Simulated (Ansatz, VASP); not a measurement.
# Ni3Ge: VASP beside Ansatz

File INCAR:

```
PREC = Accurate
ENCUT = 520
EDIFF = 1E-7
ISMEAR = 0
SIGMA = 0.15
LREAL = False
LASPH = True
NELM = 100
ALGO = Fast
ISIF = 2
LWAVE = False
LCHARG = True
GGA = PS
LELF = True
LVHAR = True
NBANDS = 30
```

Contents of KPOINTS:

```
regular mesh
0
Gamma
  14 14 14
```

POSCAR

```
Ni3Ge
1.0
    3.5249142772      0.0528737142      0.0000000000
    0.0528737142      3.5249142772      0.0000000000
    0.0000000000      0.0000000000      3.5249142772
Ni Ge
3 1
Direct
    0.5000000000      0.0000000000      0.5000000000
    0.0000000000      0.5000000000      0.5000000000
    0.5000000000      0.5000000000      0.0000000000
    0.0000000000      0.0000000000      0.0000000000
```

Input for Ansatz:

```yaml
crystal:
  lattice:
    - [3.5249142772, 0.0528737142, 0.0]
    - [0.0528737142, 3.5249142772, 0.0]
    - [0.0, 0.0, 3.5249142772]
  atoms:
    - { symbol: Ni, position: [0.5, 0.0, 0.5] }
    - { symbol: Ni, position: [0.0, 0.5, 0.5] }
    - { symbol: Ni, position: [0.5, 0.5, 0.0] }
    - { symbol: Ge, position: [0.0, 0.0, 0.0] }
basis:
  ecutwfc: 420
kpoints:
  mp_grid: { grid: [14, 14, 14] }
hamiltonian:
  xc: pbesol
scf:
  occupations: { method: gaussian, width: 0.15 }
output:
  forces: true
  stress: true
  eigenvalues: true
```

Change from the starting cell: strain +0.0300 x Voigt [0, 0, 0, 0, 0, 1], atoms carried along.

Alike in both runs: task single point; functional PBEsol; k mesh 14 × 14 × 14; occupations gaussian, width 0.15 eV; no spin polarisation.

|  | VASP | Ansatz |
| --- | --- | --- |
| version | VASP 6.6.1 | Ansatz 0.2.0 |
| potentials or method | VASP PAW PBE potentials, release 64 (Ni, Ge_d), cutoff 520 eV | scalar-relativistic, plane waves, PAW |
| valence electrons in the cell | 44 | 68 |

Ansatz gave:

| Item | Value |
| --- | --- |
| gap on the k mesh at the Fermi level (eV) | none |
| pressure (GPa) | 0.2 |
| traceless stress, the component that is largest in VASP (GPa) | -3.66 |

**Question.** What did VASP give for the same quantities?

**Answer.** gap on the k mesh at the Fermi level (eV): none; pressure (GPa): 0.5; traceless stress, the component that is largest in VASP (GPa): -3.65.

VASP's potentials were made for PBE, not for PBEsol. A gap of «none» marks a metal or a gap that the smearing closes. VASP's potentials hold 44 valence electrons a cell and Ansatz's 68, so a difference there can come from the potentials and not from the codes.
